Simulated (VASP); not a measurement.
Wanted: the native input for a VASP 6.6.1 run.

```
Task                   : single point
Functional             : PBE
Potentials or basis    : VASP PAW PBE potentials, release 64 (Sc_sv, Ru_pv)
Cutoff                 : 520 eV
k mesh                 : 4 × 4 × 4
Occupations            : gaussian, width 0.1 eV
Spin                   : collinear spin, ferromagnetic start
Starting moments       : [1.0, 1.0, 1.0, 1.0] μB
Dipole correction      : no
Further INCAR settings : ALGO = Normal; EDIFF = 1e-07; NBANDS = 38
```

The structure of ScRu3 lies in POSCAR:

```
ScRu3
1.0
    2.2922438246     -3.7315032590      0.0000000000
    2.2922438246      3.7315032590      0.0000000000
    0.0000000000      0.0000000000      4.8896350961
Sc Ru
1 3
Direct
    0.0000000000      0.0000000000      0.0000000000
    0.3399496179      0.6600503821      0.5000000000
    0.6600503821      0.3399496179      0.5000000000
    0.0000000000      0.0000000000      0.5000000000
```

The cell was built from a structure type or drawn by symmetry, and may not be a known phase.

The input as run:

INCAR

```
SYSTEM = ScRu3
PREC = Accurate
ENCUT = 520
EDIFF = 1E-7
ISMEAR = 0
SIGMA = 0.1
LREAL = .FALSE.
LASPH = .TRUE.
NELM = 150
ALGO = Normal
ISIF = 2
LWAVE = .FALSE.
LCHARG = .TRUE.
ISPIN = 2
MAGMOM = 1 1 1 1
LORBIT = 11
LMAXMIX = 4
GGA = PE
LELF = .TRUE.
LVHAR = .TRUE.
NBANDS = 38
```

KPOINTS

```
regular mesh
0
G
  4 4 4
  0 0 0
```

Potentials or basis: VASP PAW PBE potentials, release 64 (Sc_sv, Ru_pv).

Command:

```bash
$ cat potpaw_PBE.64/Sc_sv/POTCAR potpaw_PBE.64/Ru_pv/POTCAR > POTCAR
$ mpirun -np 1 vasp_std > vasp.out
```

It gave:

```
Pressure                                              : 0.5 GPa
Largest force                                         : 0.043 eV/Å
Net moment                                            : 1.18 μB per cell
Site moments                                          : Sc -0.02; Ru +0.45, +0.23 (each value once) μB
Valence electrons inside the program's atomic spheres : Sc 9.37; Ru 12.59, 12.89 (each value once)
```

Caveat: the k points lie up to 0.40 Å⁻¹ apart.

Wall time 2.6 min on 1 thread of Intel(R) Xeon(R) Platinum 8259CL CPU @ 2.50GHz (Skylake/Cascade Lake), with other jobs on the host, peak memory 0.29 GiB.
